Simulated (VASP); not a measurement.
The system is MnPt2.

```
Mn Pt
1.0
     4.61599    0.00000    0.00000
     0.00000    4.61599    0.00000
     0.00000    0.00000    4.61599
Mn Pt
2 4
Direct
  0.00000 0.00000 0.00000
  0.50000 0.50000 0.50000
  0.25000 0.25000 0.25000
  0.25000 0.75000 0.75000
  0.75000 0.75000 0.25000
  0.75000 0.25000 0.75000
```

```yaml
Program: VASP 6.6.1
Task: relaxation of cell and atoms
Functional: r2SCAN
Potentials_or_basis: VASP PAW PBE potentials, release 64 (Mn_pv, Pt)
Cutoff: 600 eV
k_mesh: 4 × 4 × 4
Occupations: gaussian, width 0.1 eV
Spin: collinear spin, ferromagnetic start
Starting_moments: "[0.16, 0.16, 0.0, 0.0, 0.0, 0.0] μB"
```

At the start: pressure 59.9 GPa; volume 16.39 Å³/atom.

Problem. How do energy, volume and symmetry change on relaxing?

Solution. Over 5 steps the energy falls by 778.5 meV/atom and the volume is 22.02 Å³/atom (+34.3 %); space group Pn-3m (No. 224, to 0.1 Å) before and after; moment 0.48 μB per cell.

The path:
```tsv
step	energy change (eV)	largest force (eV/Å)	pressure (GPa)	volume (Å³)
1	0.0000	0.0000	59.95	98.35
2	1.3304	0.0000	-14.45	214.05
3	-4.6129	0.0000	-4.54	136.94
4	-4.6686	0.0000	-0.75	132.89
5	-4.6709	0.0000	-0.19	132.13
```

Final structure:
```
CELL_PARAMETERS angstrom
5.09333 0.00000 0.00000
0.00000 5.09333 0.00000
0.00000 0.00000 5.09333
ATOMIC_POSITIONS crystal
Mn 0.00000 0.00000 0.00000
Mn 0.50000 0.50000 0.50000
Pt 0.25000 0.25000 0.25000
Pt 0.25000 0.75000 0.75000
Pt 0.75000 0.75000 0.25000
Pt 0.75000 0.25000 0.75000
```

Caveat: the volume moved by over 15 % at a fixed basis, so the end points are rough; the PAW data sets were made with another functional, which shifts forces and pressure a little.
